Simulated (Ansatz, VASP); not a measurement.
This is a calculation of InPd for VASP 6.6.1.

INCAR

```
SYSTEM = InPd
PREC     = Accurate       ! precision mode
ENCUT    = 520            ! plane-wave cutoff, eV
EDIFF    = 1E-7           ! SCF threshold, eV
ISMEAR   = -1             ! smearing method
SIGMA    = 0.05           ! smearing width, eV
LREAL    = .FALSE.        ! projectors in reciprocal space
LASPH    = .TRUE.         ! aspherical terms in the spheres
NELM     = 100            ! most SCF steps
ALGO     = Normal         ! electronic algorithm
ISIF     = 2              ! what is computed and relaxed
LWAVE    = .FALSE.        ! write WAVECAR
LCHARG   = .TRUE.         ! write CHGCAR
LELF     = .TRUE.         ! ELF
LVHAR    = .TRUE.       
NBANDS   = 18             ! bands
```

Contents of KPOINTS:

```
Automatic mesh
0
G
  8 8 8
  0 0 0
```

The input POSCAR:

```
InPd
1.0
    3.2276647001      0.0000000000      0.0000000000
    0.0000000000      3.2276647001      0.0000000000
    0.0000000000      0.0000000000      3.2276647001
In Pd
1 1
Direct
    0.0000000000      0.0000000000      0.0000000000
    0.5000000000      0.5000000000      0.5000000000
```

Potentials or basis: VASP PAW LDA potentials, release 64 (In_d, Pd).

Command:

```sh
$ cat potpaw_LDA.64/In_d/POTCAR potpaw_LDA.64/Pd/POTCAR > POTCAR
$ mpirun -np 1 vasp_std > vasp.out
```

Set up the same calculation for Ansatz 0.2.0. Potentials there: all-electron LAPW, scalar-relativistic.

As run (the cutoff follows the program's own potentials):

Contents of input.yaml:

```yaml
crystal:
  lattice:
    - [3.2276647001, 0.0, 0.0]
    - [0.0, 3.2276647001, 0.0]
    - [0.0, 0.0, 3.2276647001]
  atoms:
    - { symbol: In, position: [0.0, 0.0, 0.0] }
    - { symbol: Pd, position: [0.5, 0.5, 0.5] }
kpoints:
  mp_grid: { grid: [8, 8, 8] }
scf:
  occupations: { method: fermi_dirac, width: 0.05 }
hamiltonian:
  xc: lda
  pseudopotentials: { kind: all_electron, lapw: { basis_error: 0.001 } }
output:
  forces: true
  stress: true
  eigenvalues: true
```

Potentials or basis: all-electron LAPW, scalar-relativistic.

Launch:

```bash
$ ansatz run input.yaml --threads 1 --pin off --max-ram 3072MiB --backend cpu --events-out ev --progress --plain --runs-dir out
```

Both were run:

|  | VASP | Ansatz | Ansatz less VASP |
| --- | --- | --- | --- |
| gap on the k mesh at the Fermi level (eV) | none | none | - |
| pressure (GPa) | -1.4 | -1.8 | -0.45 |

LDA's correlation is that of Perdew and Zunger in VASP and of Perdew and Wang (1992) in Ansatz. A gap of «none» marks a metal or a gap that the smearing closes. Ansatz ran all-electron here, and VASP with PAW potentials.
